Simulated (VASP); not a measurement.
# GaSb (I-4m2) in VASP: notebook

The runs below take GaSb through single point, with PBE.

Everything below comes from runs of VASP 6.6.1. Logs are shortened: lines on timing, memory, paths and dates and some standing lists are left out, and cuts for length are marked.

## 1. The cell of the first run

The structure is tetragonal, space group I-4m2 (No. 119). Conventional cell: a = 4.153 Å, b = 4.153 Å, c = 6.898 Å, α = 90.00°, β = 90.00°, γ = 90.00°. Ga (site symmetry -4m2) has 4 Sb at 2.70 Å within 3.6 Å. Sb (site symmetry -4m2) has 4 Ga at 2.70 Å within 3.6 Å.

## 2. Single point, PBE

File INCAR:

```
SYSTEM = GaSb
PREC = Accurate ; ENCUT = 500
EDIFF = 1E-6 ; ISMEAR = 0
SIGMA = 0.15 ; LREAL = .False.
LASPH = .True. ; NELM = 120
ALGO = Normal ; ISIF = 2
LWAVE = .False. ; LCHARG = .False.
GGA = PE ; NBANDS = 16
GGA_COMPAT = .False.
```

File KPOINTS:

```
Automatic mesh
0
Gamma
  12 12 12
  0 0 0
```

File POSCAR:

```
GaSb
1.0
    0.0000000000      3.4489449961      2.9362639831
    2.9362639831      0.0000000000      2.9362639831
    2.9362639831      3.4489449961      0.0000000000
Ga Sb
1 1
Direct
    0.0000000000      0.0000000000      0.0000000000
    0.7500000000      0.7500000000      0.7500000000
```

Potentials or basis: VASP PAW PBE potentials, release 64 (Ga_d, Sb).

Run with:

```console
$ cat potpaw_PBE.64/Ga_d/POTCAR potpaw_PBE.64/Sb/POTCAR > POTCAR
$ mpirun -np 1 vasp_std > vasp.out
```

OUTCAR:

```text
SYSTEM = GaSb
   PREC = Accurate
   ENCUT = 500
   EDIFF = 1E-6
   ISMEAR = 0
   LREAL = .False.
   LASPH = .True.
   NELM = 120
   ISIF = 2
   GGA = PE

 ion  position               nearest neighbor table
   1  0.000  0.000  0.000-   2 2.70   2 2.70   2 2.70   2 2.70
   2  0.750  0.750  0.750-   1 2.70   1 2.70   1 2.70   1 2.70

  LATTYP: Found a body centered tetragonal cell.
 ALAT       =     4.1525043476
 C/A-ratio  =     1.6611397400

  Lattice vectors:

 A1 = (   0.0000000000,  -3.4489449961,   2.9362639831)
 A2 = (   0.0000000000,  -3.4489449961,  -2.9362639831)
 A3 = (   2.9362639831,   3.4489449961,   0.0000000000)

Analysis of symmetry for initial positions (statically):
=====================================================================
 Subroutine PRICEL returns:
 Original cell was already a primitive cell.

 Routine SETGRP: Setting up the symmetry group for a
 body centered tetragonal supercell.

 Subroutine GETGRP returns: Found  8 space group operations
 (whereof  8 operations were pure point group operations)
 out of a pool of 16 trial point group operations.

The static configuration has the point symmetry D_2d.

Analysis of symmetry for dynamics (positions and initial velocities):
=====================================================================
 Subroutine PRICEL returns:
 Original cell was already a primitive cell.

 Routine SETGRP: Setting up the symmetry group for a
 body centered tetragonal supercell.

 Subroutine GETGRP returns: Found  8 space group operations
 (whereof  8 operations were pure point group operations)
 out of a pool of 16 trial point group operations.

The dynamic configuration has the point symmetry D_2d.

 Subroutine INISYM returns: Found  8 space group operations
 (whereof  8 operations are pure point group operations),
 and found     1 'primitive' translations

----------------------------------------------------------------------------------------

                                     Primitive cell

  volume of cell :      59.4712

  direct lattice vectors                    reciprocal lattice vectors
     0.000000000  3.448944996  2.936263983    -0.170284417  0.144971868  0.170284417
     2.936263983  0.000000000  2.936263983     0.170284417 -0.144971868  0.170284417
     2.936263983  3.448944996  0.000000000     0.170284417  0.144971868 -0.170284417

  length of vectors
     4.529554919  4.152504348  4.529554919     0.281087901  0.281087901  0.281087901

  position of ions in fractional coordinates (direct lattice)
     0.000000000  0.000000000  0.000000000
     0.750000000  0.750000000  0.750000000

  ion indices of the primitive-cell ions
   primitive index   ion index
                 1           1
                 2           2

----------------------------------------------------------------------------------------

 KPOINTS: Automatic mesh

Automatic generation of k-mesh.
 Grid dimensions read from file:
 generate k-points for:   12   12   12

 Generating k-lattice:

  Cartesian coordinates                     Fractional coordinates (reciprocal lattice)
    -0.014190368  0.012080989  0.014190368     0.083333333  0.000000000  0.000000000
     0.014190368 -0.012080989  0.014190368     0.000000000  0.083333333  0.000000000
     0.014190368  0.012080989 -0.014190368     0.000000000  0.000000000  0.083333333

  Length of vectors
     0.023423992  0.023423992  0.023423992

  Shift w.r.t. Gamma in fractional coordinates (k-lattice)
     0.000000000  0.000000000  0.000000000

 Subroutine IBZKPT returns following result:
 ===========================================

 Found    163 irreducible k-points:

 Following reciprocal coordinates:
            Coordinates               Weight
  0.000000  0.000000  0.000000      1.000000
  0.083333  0.000000  0.000000      8.000000
  0.166667  0.000000  0.000000      8.000000
  0.250000  0.000000  0.000000      8.000000
  0.333333  0.000000  0.000000      8.000000
  0.416667  0.000000  0.000000      8.000000
[... 16 lines left out ...]
  0.500000  0.166667  0.000000     16.000000
 -0.416667  0.166667  0.000000     16.000000
 [... further k-points ...]
   k-points           NKPTS =    163   k-points in BZ     NKDIM =    163   number of bands    NBANDS=     16
   number of dos      NEDOS =    301   number of ions     NIONS =      2
   total plane-waves  NPLWV =  38880
   dimension x,y,z NGX =    36 NGY =   30 NGZ =   36
   dimension x,y,z NGXF=    72 NGYF=   60 NGZF=   72
   ions per type =               1   1
   NGX,Y,Z   is equivalent  to a cutoff of  13.21, 12.01, 13.21 a.u.
   NGXF,Y,Z  is equivalent  to a cutoff of  26.43, 24.02, 26.43 a.u.
 SYSTEM =  GaSb
   PREC   = accura    normal or accurate (medium, high low for compatibility)
   ISTART =      0    job   : 0-new  1-cont  2-samecut
   ICHARG =      2    charge: 1-file 2-atom 10-const
   ISPIN  =      1    spin polarized calculation?
   LNONCOLLINEAR =      F non collinear calculations
   LSORBIT =      F    spin-orbit coupling
   LASPH  =      T    aspherical Exc in radial PAW
   ENCUT  =  500.0 eV  36.75 Ry    6.06 a.u.   8.26  7.57  8.26*2*pi/ulx,y,z
   NELM   =    120;   NELMIN=  2; NELMDL= -5     # of ELM steps
   EDIFF  = 0.1E-05   stopping-criterion for ELM
   LREAL  =      F    real-space projection
   EDIFFG = 0.1E-04   stopping-criterion for IOM
   NSW    =      0    number of steps for IOM
   IBRION =     -1    ionic relax: 0-MD 1-quasi-New 2-CG
   NFREE  =      0    steps in history (QN), initial steepest desc. (CG)
   ISIF   =      2    stress and relaxation
   ISYM   =      2    0-nonsym 1-usesym 2-fastsym
   POTIM  = 0.5000    time-step for ionic-motion
   TEBEG  =    0.0;   TEEND  =   0.0 temperature during run
   PSTRESS=    0.0 pullay stress
   NELECT =      18.0000    total number of electrons
   NUPDOWN=      -1.0000    fix difference up-down
   EMIN   =  10.00;   EMAX   =-10.00  energy-range for DOS
   EFERMI =   0.00;   METHOD = LEGACY
   ISMEAR =     0;   SIGMA  =   0.15  broadening in eV -4-tet -1-fermi 0-gaus
   EFERMI_NEDOS =   21; number of points for ismear=-14 and -15
   IALGO  =     38    algorithm
   IMIX   =      4    mixing-type and parameters
     AMIX     =   0.40;   BMIX     =  1.00
     AMIX_MAG =   1.60;   BMIX_MAG =  1.00
  volume/ion in A,a.u.               =      29.74       200.67
  Fermi-wavevector in a.u.,A,eV,Ry     =   1.099167  2.077124 16.438112  1.208167
  Thomas-Fermi vector in A             =   2.235557
   LORBIT       =      0    0 simple, 1 ext, 2 COOP (PROOUT), +10 PAW based schemes
   GGA     = PE    functional components
   LHFCALC =     F    Hartree Fock is set to
   AEXX    =    0.0000 exact exchange contribution
   IVDW    =     0    specifies the selected vdW correction
   LEPSILON=     F    determine dielectric tensor
   LRPA    =     F    only Hartree local field effects (RPA)
 non-spin polarized calculation
 Gauss-broadening in eV      SIGMA  =   0.15
  energy-cutoff  :      500.00
  volume of cell :       59.47
 maximum number of plane-waves:      1537
 NGX is ok and might be reduce to    36
   NGX = 17   NGY = 15   NGZ = 17

 number of electron      18.0000001 magnetization

 Free energy of the ion-electron system (eV)
  ---------------------------------------------------
  ext. energy  EPLUGINS =         0.00000000
  ---------------------------------------------------
  free energy    TOTEN  =        -7.21787536 eV

  energy without entropy =       -7.21605493  energy(sigma->0) =       -7.21696515

 E-fermi :   4.7135     XC(G=0):  -8.9536

 val. band max:        4.6849062712   @ k =  -0.1667   0.0000   0.0833
 cond. band min:       4.7468754280   @ k =   0.3333   0.0000   0.0000
 fundamental gap:      0.0619691568
 Fermi energy:         4.7134940643

 k-point     1 :       0.0000    0.0000    0.0000
  band No.  band energies     occupation
      1     -10.4847      2.00000
      2     -10.4629      2.00000
      3     -10.4629      2.00000
      4     -10.4380      2.00000
      5     -10.4229      2.00000
      6      -6.6869      2.00000
[... 8 lines left out ...]
     15      11.5118      0.00000
     16      12.3318      0.00000

 k-point     2 :       0.0833    0.0000    0.0000
  band No.  band energies     occupation
      1     -10.4843      2.00000
      2     -10.4641      2.00000
      3     -10.4623      2.00000
      4     -10.4383      2.00000
      5     -10.4227      2.00000
      6      -6.6184      2.00000
[... 8 lines left out ...]
     15      11.3066      0.00000
     16      12.8854      0.00000

 k-point     3 :       0.1667    0.0000    0.0000
  band No.  band energies     occupation
      1     -10.4836      2.00000
      2     -10.4671      2.00000
      3     -10.4606      2.00000
      4     -10.4389      2.00000
      5     -10.4218      2.00000
      6      -6.4170      2.00000
[... 8 lines left out ...]
     15      11.7307      0.00000
     16      12.9250      0.00000

 k-point     4 :       0.2500    0.0000    0.0000
  band No.  band energies     occupation
      1     -10.4845      2.00000
      2     -10.4693      2.00000
      3     -10.4586      2.00000
      4     -10.4397      2.00000
      5     -10.4205      2.00000
      6      -6.0986      2.00000
[... 8 lines left out ...]
     15      12.4093      0.00000
     16      12.5465      0.00000
[... 324 lines left out ...]
 k-point    22 :       0.4167    0.1667   -0.0000
  band No.  band energies     occupation
      1     -10.4913      2.00000
      2     -10.4661      2.00000
      3     -10.4562      2.00000
      4     -10.4429      2.00000
      5     -10.4179      2.00000
      6      -5.2904      2.00000
[... 8 lines left out ...]
     15      13.3649      0.00000
     16      14.7085      0.00000

 k-point    23 :       0.5000    0.1667    0.0000
  band No.  band energies     occupation
      1     -10.4939      2.00000
      2     -10.4645      2.00000
      3     -10.4557      2.00000
      4     -10.4426      2.00000
      5     -10.4174      2.00000
      6      -4.9835      2.00000
[... 8 lines left out ...]
     15      13.8252      0.00000
     16      14.2857      0.00000

 k-point    24 :      -0.4167    0.1667    0.0000
  band No.  band energies     occupation
      1     -10.4941      2.00000
      2     -10.4641      2.00000
      3     -10.4558      2.00000
      4     -10.4420      2.00000
      5     -10.4176      2.00000
      6      -4.9658      2.00000
[... 8 lines left out ...]
     15      13.7373      0.00000
     16      14.2605      0.00000

 [... further k-points ...]

------------------------ aborting loop because EDIFF is reached ----------------------------------------

  FORCE on cell =-STRESS in cart. coord.  units (eV):
  Direction    XX          YY          ZZ          XY          YZ          ZX
  --------------------------------------------------------------------------------------
  -------------------------------------------------------------------------------------
  Total        1.1533243     -1.8261611      1.1533243      0.0000000      0.0000000      0.0000000
  in kB       31.0710234    -49.1975185     31.0710234      0.0000000      0.0000000      0.0000000
  external PRESSURE =       4.3148427 kB  Pullay stress =       0.0000000 kB

 VOLUME and BASIS-vectors are now :
 -----------------------------------------------------------------------------
  energy-cutoff  :      500.00
  volume of cell :       59.47
      direct lattice vectors                 reciprocal lattice vectors
     0.000000000  3.448944996  2.936263983    -0.170284417  0.144971868  0.170284417
     2.936263983  0.000000000  2.936263983     0.170284417 -0.144971868  0.170284417
     2.936263983  3.448944996  0.000000000     0.170284417  0.144971868 -0.170284417

 POSITION                                       TOTAL-FORCE (eV/Angst)
 -----------------------------------------------------------------------------------
      0.00000      0.00000      0.00000         0.000000     -0.000000      0.000000
      4.40440      5.17342      4.40440        -0.000000      0.000000     -0.000000
 -----------------------------------------------------------------------------------
    total drift:                               -0.000002      0.000006     -0.000002

  FREE ENERGIE OF THE ION-ELECTRON SYSTEM (eV)
  ---------------------------------------------------
  free  energy   TOTEN  =        -7.2178753612 eV

  energy  without entropy=       -7.2160549297  energy(sigma->0) =       -7.21696515
```

Wall time 54 s (1 thread of Intel Xeon 6975P-C (Granite Rapids), shared host); peak memory 0.3 GiB.

Results:

- Free energy: -7.2179 eV
- Pressure: 0.4 GPa
- Band gap on the k mesh: zero (bands 9 and 10 overlap by 0.35 eV)

Stress tensor (GPa, compression positive):
```
 3.11  0.00  0.00
 0.00 -4.92  0.00
 0.00  0.00  3.11
```

Caveat: the cell differs from its parent crystal (strain +e along x and -e along y +0.0000, strain +e along z and -e/2 along x and y +0.1100); the stress differs along the axes, from -5 to 3 GPa; semilocal functionals underestimate gaps, and a narrow one can read as zero; spin-orbit coupling is left out, which moves the levels of the heavy elements.

[end of part 1 of 2]

The gap in the log of VASP goes by the Fermi energy; the results here count the filled bands.